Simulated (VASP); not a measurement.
Input of a VASP 6.6.1 run:

Contents of INCAR:

```
SYSTEM = Co3SbN
ALGO = Normal ; EDIFF = 1E-6
ENCUT = 600 ; GGA = PE
GGA_COMPAT = .FALSE. ; ISIF = 2
ISMEAR = 0 ; ISPIN = 2
LASPH = .TRUE. ; LCHARG = .FALSE.
LMAXMIX = 4 ; LORBIT = 11
LREAL = .FALSE. ; LWAVE = .FALSE.
MAGMOM = 3 3 3 0 0 ; NBANDS = 30
NELM = 200 ; PREC = Accurate
SIGMA = 0.1
```

File KPOINTS:

```
k-points
0
G
  4 4 4
  0 0 0
```

The input POSCAR:

```
Co3SbN
1.0
    3.8730314500      0.0000000000      0.0000000000
    0.0000000000      3.8730314500      0.0000000000
    0.0000000000      0.0000000000      3.8730314500
Co Sb N
3 1 1
Direct
    0.0000000000      0.0000000000      0.5000000000
    0.0000000000      0.5000000000      0.0000000000
    0.5000000000      0.0000000000      0.0000000000
    0.0000000000      0.0000000000      0.0000000000
    0.5000000000      0.5000000000      0.5000000000
```

Potentials or basis: VASP PAW PBE potentials, release 64 (Co, Sb, N).

Launch:

```sh
$ cat potpaw_PBE.64/Co/POTCAR potpaw_PBE.64/Sb/POTCAR potpaw_PBE.64/N/POTCAR > POTCAR
$ mpirun -np 1 vasp_std > vasp.out
```

Problem. What does it give for the net moment?

Solution. 2.84 μB per cell.

Problem. Predict the pressure.

Solution. 119.5 GPa.

Problem. Predict the site moments.

Solution. Co +0.88; Sb -0.08; N +0.20 μB.

Caveat: the k points lie up to 0.41 Å⁻¹ apart; atoms lie so close that the PAW spheres overlap strongly, which falsifies energies and pressures.
